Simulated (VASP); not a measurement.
# Hg (Im-3m) in VASP: notebook

Hg is run at these levels: PBE; tasks: single point.

Program: VASP 6.6.1. These are calculated values, not measurements. Logs are shortened: lines on timing, memory, paths and dates and some standing lists are left out, and cuts for length are marked.

### 1 The cell of the first run

It takes space group Im-3m (No. 229, cubic). Conventional cell: a = 3.639 Å, b = 3.639 Å, c = 3.639 Å, α = 90.00°, β = 90.00°, γ = 90.00°. Hg (site symmetry m-3m) has 14 Hg at 3.15 to 3.64 Å within 4.1 Å.

### 2 Single point, PBE

INCAR reads:

```
SYSTEM = Hg
  PREC = Accurate
  ENCUT = 500
  EDIFF = 1E-6
  ISMEAR = 0
  SIGMA = 0.05
  LREAL = .FALSE.
  LASPH = .TRUE.
  NELM = 120
  ALGO = Normal
  ISIF = 2
  LWAVE = .FALSE.
  LCHARG = .FALSE.
  GGA = PE
  NBANDS = 12
  GGA_COMPAT = .FALSE.
```

KPOINTS reads:

```
Automatic mesh
0
G
  8 8 8
  0 0 0
```

POSCAR reads:

```
Hg
1.0
   -1.8195490386      1.8195490386      1.8195490386
    1.8195490386     -1.8195490386      1.8195490386
    1.8195490386      1.8195490386     -1.8195490386
Hg
1
Direct
    0.0000000000      0.0000000000      0.0000000000
```

Potentials or basis: VASP PAW PBE potentials, release 64 (Hg).

Run with:

```
cat potpaw_PBE.64/Hg/POTCAR > POTCAR
mpirun -np 1 vasp_std > vasp.out
```

OUTCAR:

```text
SYSTEM = Hg
   PREC = Accurate
   ENCUT = 500
   EDIFF = 1E-6
   ISMEAR = 0
   LREAL = .FALSE.
   LASPH = .TRUE.
   NELM = 120
   ISIF = 2
   GGA = PE

 ion  position               nearest neighbor table
   1  0.000  0.000  0.000-

  LATTYP: Found a body centered cubic cell.
 ALAT       =     3.6390980772

  Lattice vectors:

 A1 = (  -1.8195490386,   1.8195490386,   1.8195490386)
 A2 = (   1.8195490386,  -1.8195490386,   1.8195490386)
 A3 = (   1.8195490386,   1.8195490386,  -1.8195490386)

Analysis of symmetry for initial positions (statically):
=====================================================================
 Subroutine PRICEL returns:
 Original cell was already a primitive cell.

 Routine SETGRP: Setting up the symmetry group for a
 body centered cubic supercell.

 Subroutine GETGRP returns: Found 48 space group operations
 (whereof 48 operations were pure point group operations)
 out of a pool of 48 trial point group operations.

The static configuration has the point symmetry O_h .

Analysis of symmetry for dynamics (positions and initial velocities):
=====================================================================
 Subroutine PRICEL returns:
 Original cell was already a primitive cell.

 Routine SETGRP: Setting up the symmetry group for a
 body centered cubic supercell.

 Subroutine GETGRP returns: Found 48 space group operations
 (whereof 48 operations were pure point group operations)
 out of a pool of 48 trial point group operations.

The dynamic configuration has the point symmetry O_h .

 Subroutine INISYM returns: Found 48 space group operations
 (whereof 48 operations are pure point group operations),
 and found     1 'primitive' translations

----------------------------------------------------------------------------------------

                                     Primitive cell

  volume of cell :      24.0964

  direct lattice vectors                    reciprocal lattice vectors
    -1.819549039  1.819549039  1.819549039     0.000000000  0.274793363  0.274793363
     1.819549039 -1.819549039  1.819549039     0.274793363  0.000000000  0.274793363
     1.819549039  1.819549039 -1.819549039     0.274793363  0.274793363  0.000000000

  length of vectors
     3.151551382  3.151551382  3.151551382     0.388616501  0.388616501  0.388616501

  position of ions in fractional coordinates (direct lattice)
     0.000000000  0.000000000  0.000000000

  ion indices of the primitive-cell ions
[... 75 lines left out ...]
   LREAL  =      F    real-space projection
   EDIFFG = 0.1E-04   stopping-criterion for IOM
   NSW    =      0    number of steps for IOM
   IBRION =     -1    ionic relax: 0-MD 1-quasi-New 2-CG
   NFREE  =      0    steps in history (QN), initial steepest desc. (CG)
   ISIF   =      2    stress and relaxation
   ISYM   =      2    0-nonsym 1-usesym 2-fastsym
   POTIM  = 0.5000    time-step for ionic-motion
   TEBEG  =    0.0;   TEEND  =   0.0 temperature during run
   PSTRESS=    0.0 pullay stress
   NELECT =      12.0000    total number of electrons
   NUPDOWN=      -1.0000    fix difference up-down
   EMIN   =  10.00;   EMAX   =-10.00  energy-range for DOS
   EFERMI =   0.00;   METHOD = LEGACY
   ISMEAR =     0;   SIGMA  =   0.05  broadening in eV -4-tet -1-fermi 0-gaus
   EFERMI_NEDOS =   21; number of points for ismear=-14 and -15
   IALGO  =     38    algorithm
   IMIX   =      4    mixing-type and parameters
     AMIX     =   0.40;   BMIX     =  1.00
     AMIX_MAG =   1.60;   BMIX_MAG =  1.00
  volume/ion in A,a.u.               =      24.10       162.61
  Fermi-wavevector in a.u.,A,eV,Ry     =   1.297632  2.452169 22.910147  1.683848
  Thomas-Fermi vector in A             =   2.429012
   LORBIT       =      0    0 simple, 1 ext, 2 COOP (PROOUT), +10 PAW based schemes
   GGA     = PE    functional components
   LHFCALC =     F    Hartree Fock is set to
   AEXX    =    0.0000 exact exchange contribution
   IVDW    =     0    specifies the selected vdW correction
   LEPSILON=     F    determine dielectric tensor
   LRPA    =     F    only Hartree local field effects (RPA)
 non-spin polarized calculation
 Gauss-broadening in eV      SIGMA  =   0.05
  energy-cutoff  :      500.00
  volume of cell :       24.10
 maximum number of plane-waves:       627
   NGX = 11   NGY = 11   NGZ = 11

 number of electron      11.9999997 magnetization

 Free energy of the ion-electron system (eV)
  ---------------------------------------------------
  ext. energy  EPLUGINS =         0.00000000
  ---------------------------------------------------
  free energy    TOTEN  =        -0.12568499 eV

  energy without entropy =       -0.12525494  energy(sigma->0) =       -0.12546997

 E-fermi :   2.2130     XC(G=0): -10.7448

 val. band max:        2.1107312370   @ k =   0.5000   0.5000   0.2500
 cond. band min:       2.2239693060   @ k =  -0.3750  -0.3750   0.1250
 fundamental gap:      0.1132380690
 Fermi energy:         2.2129712534

 k-point     1 :       0.0000    0.0000    0.0000
  band No.  band energies     occupation
      1      -6.2837      2.00000
      2      -4.4601      2.00000
      3      -4.4601      2.00000
      4      -4.4601      2.00000
      5      -3.5978      2.00000
      6      -3.5978      2.00000
      7      17.7134      0.00000
      8      17.7134      0.00000
      9      17.7134      0.00000
     10      18.6126      0.00000
     11      18.6126      0.00000
     12      18.6126      0.00000
[... 331 lines left out ...]
 k-point    24 :      -0.3750    0.3750    0.2500
  band No.  band energies     occupation
      1      -4.7036      2.00000
      2      -4.4858      2.00000
      3      -4.0806      2.00000
      4      -3.8294      2.00000
      5      -3.3158      2.00000
      6      -0.2311      2.00000
      7       6.6752      0.00000
      8       9.4393      0.00000
      9      11.0250      0.00000
     10      14.3945      0.00000
     11      19.4518      0.00000
     12      22.4339      0.00000

 [... further k-points ...]
[... 5 lines left out ...]
  --------------------------------------------------------------------------------------
  -------------------------------------------------------------------------------------
  Total        0.7361627      0.7361627      0.7361627     -0.0000000     -0.0000000      0.0000000
  in kB       48.9477894     48.9477894     48.9477894     -0.0000000     -0.0000000      0.0000000
  external PRESSURE =      48.9477894 kB  Pullay stress =       0.0000000 kB

 VOLUME and BASIS-vectors are now :
 -----------------------------------------------------------------------------
  energy-cutoff  :      500.00
  volume of cell :       24.10
      direct lattice vectors                 reciprocal lattice vectors
    -1.819549039  1.819549039  1.819549039     0.000000000  0.274793363  0.274793363
     1.819549039 -1.819549039  1.819549039     0.274793363  0.000000000  0.274793363
     1.819549039  1.819549039 -1.819549039     0.274793363  0.274793363  0.000000000

 POSITION                                       TOTAL-FORCE (eV/Angst)
 -----------------------------------------------------------------------------------
      0.00000      0.00000      0.00000         0.000000      0.000000      0.000000
 -----------------------------------------------------------------------------------
    total drift:                                0.000000      0.000000      0.000000

  FREE ENERGIE OF THE ION-ELECTRON SYSTEM (eV)
  ---------------------------------------------------
  free  energy   TOTEN  =        -0.1256849945 eV

  energy  without entropy=       -0.1252549369  energy(sigma->0) =       -0.12546997
```

OSZICAR:

```text
N       E                     dE             d eps       ncg     rms          rms(c)
DAV:   1     0.750121153635E+02    0.75012E+02   -0.63197E+03   720   0.922E+02
DAV:   2     0.113150846885E+01   -0.73881E+02   -0.69863E+02   740   0.228E+02
DAV:   3    -0.152402995823E+00   -0.12839E+01   -0.12833E+01   808   0.335E+01
DAV:   4    -0.153670462968E+00   -0.12675E-02   -0.12674E-02   788   0.108E+00
DAV:   5    -0.153672084014E+00   -0.16210E-05   -0.16212E-05   776   0.377E-02    0.342E+00
DAV:   6    -0.127594504013E+00    0.26078E-01   -0.64357E-02   792   0.288E+00    0.253E+00
DAV:   7    -0.125645282572E+00    0.19492E-02   -0.99066E-03   784   0.999E-01    0.107E+00
DAV:   8    -0.125659815651E+00   -0.14533E-04   -0.10286E-03   736   0.407E-01    0.415E-02
DAV:   9    -0.125678247206E+00   -0.18432E-04   -0.81176E-06   804   0.281E-02    0.166E-02
DAV:  10    -0.125685050521E+00   -0.68033E-05   -0.62741E-06   740   0.253E-02    0.809E-04
DAV:  11    -0.125684994516E+00    0.56005E-07   -0.32955E-08   444   0.131E-03
   1 F= -.12568499E+00 E0= -.12546997E+00  d E =-.430058E-03
```

stdout:

```text
POSCAR found type information on POSCAR Hg
 POSCAR found :  1 types and       1 ions
 scaLAPACK will be used
 LDA part: xc-table for (Slater+PW92), standard interpolation
 POSCAR, INCAR and KPOINTS ok, starting setup
 FFT: planning ... GRIDC
 FFT: planning ... GRID_SOFT
 FFT: planning ... GRID
 WAVECAR not read
 entering main loop
```

Wall time 10 s (1 thread of Intel Xeon 8259CL, shared host); peak memory 0.14 GiB.

Results:

- Free energy: -0.1257 eV
- Pressure: 4.9 GPa
- Band gap on the k mesh: zero (band 6 reaches 5.69 eV, above the bottom of band 7 at 1.31 eV)

Caveat: spin-orbit coupling is left out, which moves the levels of the heavy elements.

[end of part 1 of 2]
